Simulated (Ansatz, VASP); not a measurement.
**Cd2S in VASP and in Ansatz**

```xyz
3
Lattice="1.8833 -5.6343 0.0000 1.8833 5.6343 0.0000 0.0000 0.0000 3.8582" Properties=species:S:1:pos:R:3 pbc="T T T"
Cd    1.8833    1.7157    0.0000
Cd    1.8833   -1.7157    0.0000
S     1.8833    0.0000    1.9291
```

Alike in both runs: functional PBE; k mesh 5 × 5 × 5; occupations gaussian, width 0.2 eV; no spin polarisation.

Ansatz relaxed the structure, and its values are those at the end. VASP's run is a single point on that final structure, the one shown.

```csv
,VASP,Ansatz
version,VASP 6.6.1,Ansatz 0.2.0
potentials or method,"VASP PAW PBE potentials, release 64 (Cd, S), cutoff 520 eV","scalar-relativistic, plane waves, PAW"
valence electrons in the cell,30,46
```

Ansatz gave:

```
gap on the k mesh at the Fermi level (eV) : 0.59
least direct gap on the mesh (eV)         : 1.24
pressure (GPa)                            : 0.2
rms of the force components (eV/Å)        : 0.035
```

Estimate VASP's values.

gap on the k mesh at the Fermi level (eV): 0.59; least direct gap on the mesh (eV): 1.24; pressure (GPa): 0.5; rms of the force components (eV/Å): 0.044.

VASP's potentials hold 30 valence electrons a cell and Ansatz's 46, so a difference there can come from the potentials and not from the codes.
